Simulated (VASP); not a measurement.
# NaCaLaS3O12 (R3c) in VASP: electric field gradients with r2SCAN

Aim: the electric field gradients of NaCaLaS3O12 with r2SCAN.

Everything below comes from runs of VASP 6.6.1. Logs are shortened: lines on timing, memory, paths and dates and some standing lists are left out, and cuts for length are marked.

**1. The cell of the first run**

The structure is trigonal, space group R3c (No. 161). The conventional cell has a = 9.349 Å, b = 9.349 Å, c = 25.008 Å, α = 90.00°, β = 90.00°, γ = 120.00°. Within 4.1 Å of Na (site symmetry 3) lie 12 O at 2.74 to 3.87 Å and 1 Ca at 3.65 Å and 6 S at 3.80 to 4.00 Å and 1 La at 3.85 Å. Within 3.1 Å of Ca (site symmetry 3) lie 6 O at 2.32 to 2.38 Å. La (site symmetry 3) has 6 O at 2.35 to 2.40 Å within 3.1 Å. Within 2.0 Å of S (site symmetry 1) lie 4 O at 1.47 to 1.50 Å. O (site symmetry 1) has 1 S at 1.47 Å within 2.0 Å. O (site symmetry 1) has 1 S at 1.49 Å within 2.0 Å. Within 2.0 Å of O (site symmetry 1) lie 1 S at 1.48 Å. Within 2.0 Å of O (site symmetry 1) lie 1 S at 1.50 Å.

**2. Electric field gradients, r2SCAN**

Input file POSCAR:

```
NaCaLaS3O12
1.0
    4.6742779631      2.6986956403      8.3358511200
   -4.6742779631      2.6986956403      8.3358511200
    0.0000000000     -5.3973912805      8.3358511200
Na Ca La S O
2 2 2 6 24
Direct
    0.5042445100      0.5042445100      0.5042445100
    0.0042445100      0.0042445100      0.0042445100
    0.6502440500      0.6502440500      0.6502440500
    0.1502440500      0.1502440500      0.1502440500
    0.3504767500      0.3504767500      0.3504767500
    0.8504767500      0.8504767500      0.8504767500
    0.0434075300      0.4487056500      0.7551831300
    0.7551831300      0.0434075300      0.4487056500
    0.4487056500      0.7551831300      0.0434075300
    0.2551831300      0.9487056500      0.5434075300
    0.5434075300      0.2551831300      0.9487056500
    0.9487056500      0.5434075300      0.2551831300
    0.8973478400      0.4848066500      0.7219616000
    0.7219616000      0.8973478400      0.4848066500
    0.4848066500      0.7219616000      0.8973478400
    0.2219616000      0.9848066500      0.3973478400
    0.3973478400      0.2219616000      0.9848066500
    0.9848066500      0.3973478400      0.2219616000
    0.0976369200      0.5144944500      0.2824565400
    0.2824565400      0.0976369200      0.5144944500
    0.5144944500      0.2824565400      0.0976369200
    0.7824565400      0.0144944500      0.5976369200
    0.5976369200      0.7824565400      0.0144944500
    0.0144944500      0.5976369200      0.7824565400
    0.7882402300      0.5658329600      0.4084693500
    0.4084693500      0.7882402300      0.5658329600
    0.5658329600      0.4084693500      0.7882402300
    0.9084693500      0.0658329600      0.2882402300
    0.2882402300      0.9084693500      0.0658329600
    0.0658329600      0.2882402300      0.9084693500
    0.2077795500      0.4284526800      0.6002595900
    0.6002595900      0.2077795500      0.4284526800
    0.4284526800      0.6002595900      0.2077795500
    0.1002595900      0.9284526800      0.7077795500
    0.7077795500      0.1002595900      0.9284526800
    0.9284526800      0.7077795500      0.1002595900
```

Input file INCAR.step1:

```
PREC = Accurate
ENCUT = 520
ISMEAR = -1
SIGMA = 0.02
LREAL = Auto
LASPH = True
NELM = 100
NBANDS = 142
GGA = PE
ALGO = Normal
EDIFF = 1E-4
LWAVE = True
LCHARG = False
LUSENCCL = False
```

Input file INCAR.step2:

```
PREC = Accurate
ENCUT = 520
EDIFF = 1E-8
ISMEAR = -1
SIGMA = 0.02
LREAL = Auto
LASPH = True
NELM = 100
ALGO = Normal
ISIF = 2
LWAVE = False
LCHARG = False
METAGGA = R2SCAN
LMIXTAU = True
LEFG = True
NBANDS = 142
ISTART = 1
LUSENCCL = False
```

Input file KPOINTS:

```
regular mesh
0
Gamma
  3 3 3
```

Potentials or basis: VASP PAW PBE potentials, release 64 (Na_pv, Ca_sv, La, S, O).

The run is started by

```
$ cat potpaw_PBE.64/Na_pv/POTCAR potpaw_PBE.64/Ca_sv/POTCAR potpaw_PBE.64/La/POTCAR potpaw_PBE.64/S/POTCAR potpaw_PBE.64/O/POTCAR > POTCAR
$ cp INCAR.step1 INCAR
$ mpirun -np 1 vasp_std > vasp.out
$ cp INCAR.step2 INCAR
$ mpirun -np 1 vasp_std > vasp.out
```

OUTCAR:

```text
PREC = Accurate
   ENCUT = 520
   EDIFF = 1E-8
   ISMEAR = -1
   LREAL = Auto
   LASPH = True
   NELM = 100
   ISIF = 2
   METAGGA = R2SCAN
   ISTART = 1

 ion  position               nearest neighbor table
   1  0.504  0.504  0.504-
   2  0.004  0.004  0.004-
   3  0.650  0.650  0.650-  15 2.32  13 2.32  14 2.32  25 2.38  26 2.38  27 2.38
   4  0.150  0.150  0.150-  16 2.32  18 2.32  17 2.32  30 2.38  29 2.38  28 2.38
   5  0.350  0.350  0.350-  21 2.35  19 2.35  20 2.35  31 2.40  32 2.40  33 2.40
   6  0.850  0.850  0.850-  22 2.35  24 2.35  23 2.35  36 2.40  35 2.40  34 2.40
   7  0.043  0.449  0.755-  13 1.47  30 1.48  24 1.49  31 1.50
   8  0.755  0.043  0.449-  14 1.47  28 1.48  22 1.49  32 1.50
   9  0.449  0.755  0.043-  15 1.47  29 1.48  23 1.49  33 1.50
  10  0.255  0.949  0.543-  16 1.47  26 1.48  20 1.49  34 1.50
  11  0.543  0.255  0.949-  17 1.47  27 1.48  21 1.49  35 1.50
  12  0.949  0.543  0.255-  18 1.47  25 1.48  19 1.49  36 1.50
  13  0.897  0.485  0.722-   7 1.47   3 2.32
  14  0.722  0.897  0.485-   8 1.47   3 2.32
  15  0.485  0.722  0.897-   9 1.47   3 2.32
  16  0.222  0.985  0.397-  10 1.47   4 2.32
  17  0.397  0.222  0.985-  11 1.47   4 2.32
  18  0.985  0.397  0.222-  12 1.47   4 2.32
[... 16 lines left out ...]
  35  0.708  0.100  0.928-  11 1.50   6 2.40
  36  0.928  0.708  0.100-  12 1.50   6 2.40

  LATTYP: Found a trigonal (rhomboedric) cell.
 ALAT       =     9.9306720080
 COS(alpha) =     0.5568999603

  Lattice vectors:

 A1 = (   4.6742779631,   2.6986956403,   8.3358511200)
 A2 = (  -4.6742779631,   2.6986956403,   8.3358511200)
 A3 = (   0.0000000000,  -5.3973912805,   8.3358511200)

Analysis of symmetry for initial positions (statically):
=====================================================================
 Subroutine PRICEL returns:
 Original cell was already a primitive cell.

 Routine SETGRP: Setting up the symmetry group for a
 trigonal (rhombohedral) supercell.

 Subroutine GETGRP returns: Found  6 space group operations
 (whereof  3 operations were pure point group operations)
 out of a pool of 12 trial point group operations.

The static configuration has the point symmetry C_3 .
[... 1015 lines left out ...]
    130       5.2807      0.00000
 [bands above 130 left out]

------------------------ aborting loop because EDIFF is reached ----------------------------------------

  FORCE on cell =-STRESS in cart. coord.  units (eV):
  Direction    XX          YY          ZZ          XY          YZ          ZX
  --------------------------------------------------------------------------------------
  -------------------------------------------------------------------------------------
  Total      -10.3406793    -10.3406793    -10.1345446      0.0000000     -0.0000000     -0.0000000
  in kB      -26.2597151    -26.2597151    -25.7362449      0.0000000     -0.0000000     -0.0000000
  external PRESSURE =     -26.0852250 kB  Pullay stress =       0.0000000 kB

 VOLUME and BASIS-vectors are now :
 -----------------------------------------------------------------------------
  energy-cutoff  :      520.00
  volume of cell :      630.91
      direct lattice vectors                 reciprocal lattice vectors
     4.674277963  2.698695640  8.335851120     0.106968393  0.061758230  0.039987918
    -4.674277963  2.698695640  8.335851120    -0.106968393  0.061758230  0.039987918
     0.000000000 -5.397391280  8.335851120     0.000000000 -0.123516460  0.039987918

 POSITION                                       TOTAL-FORCE (eV/Angst)
 -----------------------------------------------------------------------------------
      0.00000      0.00000     12.60992         0.000000      0.000000      0.218638
      0.00000      0.00000      0.10614         0.000000      0.000000      0.218638
      0.00000      0.00000     16.26101         0.000000     -0.000000     -0.025867
      0.00000      0.00000      3.75724         0.000000     -0.000000     -0.025867
      0.00000      0.00000      8.76457         0.000000      0.000000      0.022386
      0.00000      0.00000     21.26834         0.000000      0.000000      0.022386
[... 28 lines left out ...]
      2.83972     -2.83057     14.47514        -0.589712      0.036916      0.117784
      1.03149      3.87455     14.47514         0.262886     -0.529164      0.117784
 -----------------------------------------------------------------------------------
    total drift:                                0.000000      0.000000      0.027111

  FREE ENERGIE OF THE ION-ELECTRON SYSTEM (eV)
  ---------------------------------------------------
  free  energy   TOTEN  =      -353.0031427477 eV

  energy  without entropy=     -353.0031427477  energy(sigma->0) =     -353.00314275

 Electric field gradients (V/A^2)
---------------------------------------------------------------------
 ion       V_xx      V_yy      V_zz      V_xy      V_xz      V_yz
---------------------------------------------------------------------
   1       1.938     1.938    -3.875    -0.000    -0.000    -0.000
   2       1.938     1.938    -3.875     0.000     0.000    -0.000
   3       2.451     2.451    -4.901     0.000     0.000    -0.000
   4       2.451     2.451    -4.901    -0.000    -0.000    -0.000
   5      11.099    11.099   -22.198     0.000     0.000    -0.000
   6      11.099    11.099   -22.198    -0.000    -0.000    -0.000
[... 28 lines left out ...]
  35     139.029   -74.956   -64.073    17.524    -9.700    -0.868
  36      -6.284    70.357   -64.073  -101.420     5.602    -7.966
---------------------------------------------------------------------

 Electric field gradients after diagonalization (V/A^2)
 (convention: |V_zz| > |V_xx| > |V_yy|)
----------------------------------------------------------------------
 ion       V_xx      V_yy      V_zz     asymmetry (V_yy - V_xx)/ V_zz
----------------------------------------------------------------------
   1       1.938     1.938    -3.875       0.000
   2       1.938     1.938    -3.875       0.000
   3       2.451     2.451    -4.901       0.000
   4       2.451     2.451    -4.901       0.000
   5      11.099    11.099   -22.198       0.000
   6      11.099    11.099   -22.198       0.000
[... 28 lines left out ...]
  35     -76.382   -64.535   140.917       0.084
  36     -76.382   -64.535   140.917       0.084
----------------------------------------------------------------------

           NMR quadrupolar parameters

 Cq : quadrupolar parameter    Cq=e*Q*V_zz/h
 eta: asymmetry parameters     (V_yy - V_xx)/ V_zz
 Q  : nuclear electric quadrupole moment in mb (millibarn)
----------------------------------------------------------------------
 ion       Cq(MHz)       eta       Q (mb)
----------------------------------------------------------------------
   1      -0.009       0.000       1.000
   2      -0.009       0.000       1.000
   3      -0.012       0.000       1.000
   4      -0.012       0.000       1.000
   5      -0.054       0.000       1.000
   6      -0.054       0.000       1.000
[... 28 lines left out ...]
  35       0.341       0.084       1.000
  36       0.341       0.084       1.000
----------------------------------------------------------------------
```

OUTCAR.step1:

```text
PREC = Accurate
   ENCUT = 520
   ISMEAR = -1
   LREAL = Auto
   LASPH = True
[... 1108 lines left out ...]
      0.00000      0.00000      8.76457        -0.000000     -0.000000     -0.001283
      0.00000      0.00000     21.26834        -0.000000     -0.000000     -0.001283
[... 28 lines left out ...]
      2.83972     -2.83057     14.47514         0.100526      0.095735      0.090323
      1.03149      3.87455     14.47514        -0.133172      0.039191      0.090323
 -----------------------------------------------------------------------------------
    total drift:                                0.000000      0.000000      0.046397

  FREE ENERGIE OF THE ION-ELECTRON SYSTEM (eV)
  ---------------------------------------------------
  free  energy   TOTEN  =      -235.4823910307 eV

  energy  without entropy=     -235.4823910307  energy(sigma->0) =     -235.48239103
```

Wall time 8.2 min (1 × NVIDIA H100 80GB with 1 thread of AMD EPYC 7R13 (Zen 3), shared host); peak memory 2.1 GiB.

Results:

* Free energy: -353.0031 eV
* Pressure: -2.6 GPa
* Largest force: 0.715 eV/Å
* Band gap on the k mesh: 5.68 eV
* Largest electric field gradient by atom: Na -3.9; Ca -4.9; La -22.2; S -15.2; O +138.8, +138.4, +140.4, +140.9 (each value once) V/Å²

Forces in eV/Å, atoms in the order of the input:
```
Na   0.000  0.000  0.219
Na   0.000  0.000  0.219
Ca   0.000  0.000 -0.026
Ca   0.000  0.000 -0.026
La   0.000  0.000  0.022
La   0.000  0.000  0.022
S    0.056 -0.041 -0.045
S    0.008  0.069 -0.045
S   -0.064 -0.028 -0.045
S    0.064 -0.028 -0.045
S   -0.008  0.069 -0.045
S   -0.056 -0.041 -0.045
O    0.422  0.152  0.531
O   -0.342  0.289  0.531
O   -0.079 -0.441  0.531
O    0.079 -0.441  0.531
O    0.342  0.289  0.531
O   -0.422  0.152  0.531
O   -0.413 -0.221 -0.540
O    0.398 -0.247 -0.540
O    0.015  0.468 -0.540
O   -0.015  0.468 -0.540
O   -0.398 -0.247 -0.540
O    0.413 -0.221 -0.540
O    0.261  0.433 -0.136
O   -0.505  0.010 -0.136
O    0.244 -0.442 -0.136
O   -0.244 -0.442 -0.136
O    0.505  0.010 -0.136
O   -0.261  0.433 -0.136
O   -0.263 -0.529  0.118
O    0.590  0.037  0.118
O   -0.327  0.492  0.118
O    0.327  0.492  0.118
O   -0.590  0.037  0.118
O    0.263 -0.529  0.118
```

Electric field gradients, principal values (V/Å²):
```
atom    least   middle  greatest (by size)
1 Na    1.938    1.938              -3.875
2 Na    1.938    1.938              -3.875
3 Ca    2.451    2.451              -4.901
4 Ca    2.451    2.451              -4.901
5 La   11.099   11.099             -22.198
6 La   11.099   11.099             -22.198
 7 S    1.814   13.358             -15.171
 8 S    1.814   13.358             -15.171
 9 S    1.814   13.358             -15.171
10 S    1.814   13.358             -15.171
11 S    1.814   13.358             -15.171
12 S    1.814   13.358             -15.171
13 O  -64.754  -74.036             138.790
14 O  -64.754  -74.036             138.790
15 O  -64.754  -74.036             138.790
16 O  -64.754  -74.036             138.790
17 O  -64.754  -74.036             138.790
18 O  -64.754  -74.036             138.790
19 O  -68.227  -70.130             138.357
20 O  -68.227  -70.130             138.357
21 O  -68.227  -70.130             138.357
22 O  -68.227  -70.130             138.357
23 O  -68.227  -70.130             138.357
24 O  -68.227  -70.130             138.357
25 O  -62.609  -77.802             140.412
26 O  -62.609  -77.802             140.412
27 O  -62.609  -77.802             140.412
28 O  -62.609  -77.802             140.412
29 O  -62.609  -77.802             140.412
30 O  -62.609  -77.802             140.412
31 O  -64.535  -76.382             140.917
32 O  -64.535  -76.382             140.917
33 O  -64.535  -76.382             140.917
34 O  -64.535  -76.382             140.917
35 O  -64.535  -76.382             140.917
36 O  -64.535  -76.382             140.917
```

Caveat: without QUAD_EFG the Cq values of the log hold for a quadrupole moment of 1 mb, not for the nuclei; the PAW data sets were made with another functional, which shifts forces and pressure a little; spin-orbit coupling is left out, which moves the levels of the heavy elements. A k mesh can miss the band edges.
